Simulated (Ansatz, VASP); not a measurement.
SnSe in VASP and in Ansatz

Contents of INCAR:

```
SYSTEM = SnSe
ALGO     = Normal         ! electronic algorithm
EDIFF    = 1E-6           ! SCF threshold, eV
ENCUT    = 500            ! plane-wave cutoff, eV
GGA      = LIBXC          ! functional
GGA_COMPAT= .False.      
ISIF     = 2              ! what is computed and relaxed
ISMEAR   = -1             ! smearing method
LASPH    = .True.         ! aspherical terms in the spheres
LCHARG   = .True.         ! write CHGCAR
LELF     = .True.         ! ELF
LIBXC1   = GGA_X_B88    
LIBXC2   = GGA_C_PBE    
LREAL    = .False.        ! projectors in reciprocal space
LVHAR    = .True.       
LWAVE    = .False.        ! write WAVECAR
NBANDS   = 17             ! bands
NELM     = 120            ! most SCF steps
PREC     = Accurate       ! precision mode
SIGMA    = 0.05           ! smearing width, eV
```

KPOINTS

```
k-points
0
Gamma
  8 8 8
  0 0 0
```

POSCAR

```
SnSe
1.0
    0.0000000000      3.0299343558      3.0299343558
    3.0299343558      0.0000000000      3.0299343558
    3.0299343558      3.0299343558      0.0000000000
Sn Se
1 1
Direct
    0.0000000000      0.0000000000      0.0000000000
    0.5000000000      0.5000000000      0.5000000000
```

Contents of input.yaml:

```yaml
crystal:
  lattice:
    - [0.0, 3.0299343558, 3.0299343558]
    - [3.0299343558, 0.0, 3.0299343558]
    - [3.0299343558, 3.0299343558, 0.0]
  atoms:
    - { symbol: Sn, position: [0.0, 0.0, 0.0] }
    - { symbol: Se, position: [0.5, 0.5, 0.5] }
hamiltonian:
  xc: { exchange: b88, correlation: pbe }
  pseudopotentials: { kind: paw }
kpoints:
  mp_grid: { grid: [8, 8, 8] }
scf:
  occupations: { method: fermi_dirac, width: 0.05 }
output:
  forces: true
  stress: true
  eigenvalues: true
  write_density: true
  write_potential: true
  elf: true
  volumetric_format: npy
```

Alike in both runs: task single point; functional b88 exchange, pbe correlation; k mesh 8 × 8 × 8; occupations fermi-dirac, width 0.05 eV; no spin polarisation.

|  | VASP | Ansatz |
| --- | --- | --- |
| version | VASP 6.6.1 | Ansatz 0.2.0 |
| potentials or method | VASP PAW PBE potentials, release 64 (Sn_d, Se) | Ansatz PAW |
| plane-wave cutoff (eV) | 500 | 420 |
| valence electrons in the cell | 20 | 30 |

Ansatz gave:

| Item | Value |
| --- | --- |
| gap on the k mesh at the Fermi level (eV) | 0.48 |
| least direct gap on the mesh (eV) | 0.48 |
| pressure (GPa) | -0.2 |

Problem. What did VASP give for the same quantities?

Solution. gap on the k mesh at the Fermi level (eV): 0.48; least direct gap on the mesh (eV): 0.48; pressure (GPa): -0.3.

VASP's potentials were made for PBE, not for b88 exchange, pbe correlation. With one functional, cell and mesh, what is left measures potentials, basis and numerics. VASP's potentials hold 20 valence electrons a cell and Ansatz's 30, so a difference there can come from the potentials and not from the codes.
